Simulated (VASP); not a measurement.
Runs of VASP 6.6.1 on Li4F. The structure is that of space group P6/mmm (No. 191), or close to it. The cells are those of the table. 

```csv
task,potentials or basis,cell,k mesh,cutoff (eV),second run,gap on the mesh (eV),pressure (GPa),relaxed volume (Å³/atom),largest force (eV/Å)
single point,"VASP PAW PBE potentials, release 64 (Li_sv, F)","a = 4.295, b = 4.295, c = 5.625 Å, angles 90.0, 90.0, 120.0°, 5 atoms",12 × 12 × 8,520,-,none,-,-,-
relaxation of cell and atoms,"VASP PAW PBE potentials, release 64 (Li_sv, F)","relaxed from a = 3.509, b = 3.509, c = 3.515 Å, angles 90.0, 90.0, 120.0°, 5 atoms",6 × 6 × 6,600,-,none,-0.1,13.04,0.01
single point,"VASP PAW PBE potentials, release 64 (Li_sv, F)","a = 3.509, b = 3.509, c = 3.515 Å, angles 90.0, 90.0, 120.0°, 5 atoms",6 × 6 × 6,520,-,none,-,-,(a)
single point,"VASP PAW PBE potentials, release 64 (Li_sv, F)","a = 4.282, b = 4.282, c = 5.611 Å, angles 90.0, 90.0, 120.0°, 5 atoms",6 × 6 × 6,520,-,none,-,-,0.01
relaxation of cell and atoms,"VASP PAW PBE potentials, release 64 (Li_sv, F_h)","relaxed from a = 3.509, b = 3.509, c = 3.515 Å, angles 90.0, 90.0, 120.0°, 5 atoms",6 × 6 × 6,910,hard_potentials,none,-0.2,12.16,0.01
```

Alike in all rows: level PBE; no spin polarisation; smearing gaussian 0.1 eV.

Task: Estimate the missing entries.

Result: (a) 15.84.

Caveats: the cutoff is under 1.25 times the usual one of these potentials, so pressure, stress and relaxed cells hold a basis-set (Pulay) error; an odd number of electrons without spin polarisation forces a metal; a magnetic or distorted state may lie lower; the volume moved by over 15 % at a fixed basis, so the end points are rough (some runs).

A gap of «none» marks levels without a gap at the run's occupations.
